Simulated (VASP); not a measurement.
Input of a VASP 6.6.1 run:

The input INCAR:

```
SYSTEM = Cs
  PREC = Accurate
  ENCUT = 500
  EDIFF = 1E-6
  ISMEAR = 0
  SIGMA = 0.05
  LREAL = .False.
  LASPH = .True.
  NELM = 120
  ALGO = Normal
  ISIF = 2
  LWAVE = .False.
  LCHARG = .True.
  LELF = .True.
  LVHAR = .True.
  NBANDS = 16
  GGA_COMPAT = .False.
```

Contents of KPOINTS:

```
Automatic mesh
0
Gamma
  4 4 4
  0 0 0
```

File POSCAR:

```
Cs
1.0
    0.0000000000      3.4345152348      3.4345152348
    3.4345152348      0.0000000000      3.4345152348
    3.4345152348      3.4345152348      0.0000000000
Cs
2
Direct
    1.0000000000      1.0000000000      1.0000000000
    0.2500000000      0.2500000000      0.2500000000
```

Potentials or basis: VASP PAW LDA potentials, release 64 (Cs_sv).

Command:

```sh
$ cat potpaw_LDA.64/Cs_sv/POTCAR > POTCAR
$ mpirun -np 1 vasp_std > vasp.out
```

(1) Estimate the pressure.

(2) Predict the band gap on the k mesh.

Results:

(1) 15.6 GPa.

(2) zero (bands 9 and 10 overlap by 0.84 eV).

Caveat: the k points lie up to 0.40 Å⁻¹ apart, too coarse for converged energies and pressures of a metal; spin-orbit coupling is left out, which moves the levels of the heavy elements.
